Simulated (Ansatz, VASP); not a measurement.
## Hf4Ta: VASP beside Ansatz

```xyz
5
Lattice="3.0194 0.0000 0.0000 0.0000 6.0171 0.0000 0.0000 0.0000 6.9258" Properties=species:S:1:pos:R:3 pbc="T T T"
Hf    0.0000    1.5249    1.5283
Hf    0.0000    1.5249    5.3975
Hf    0.0000    4.4922    5.3975
Hf    0.0000    4.4922    1.5283
Ta    1.5097    3.0086    3.4629
```

Alike in both runs: functional PBE; k mesh 6 × 4 × 4; occupations gaussian, width 0.1 eV; no spin polarisation.

Ansatz relaxed the structure, and its values are those at the end. VASP's run is a single point on that final structure, the one shown.

|  | VASP | Ansatz |
| --- | --- | --- |
| version | VASP 6.6.1 | Ansatz 0.2.0 |
| potentials or method | VASP PAW PBE potentials, release 64 (Hf_pv, Ta_pv), cutoff 520 eV | scalar-relativistic, plane waves, PAW |
| valence electrons in the cell | 51 | 117 |

VASP gave:

```
gap on the k mesh at the Fermi level (eV) : none
pressure (GPa)                            : -0.2
rms of the force components (eV/Å)        : 0.001
```

Problem. Estimate Ansatz's values.

Solution. gap on the k mesh at the Fermi level (eV): none; pressure (GPa): 0.1; rms of the force components (eV/Å): 0.017.

A gap of «none» marks a metal or a gap that the smearing closes. VASP's potentials hold 51 valence electrons a cell and Ansatz's 117, so a difference there can come from the potentials and not from the codes.

Neither program's run includes spin-orbit coupling.
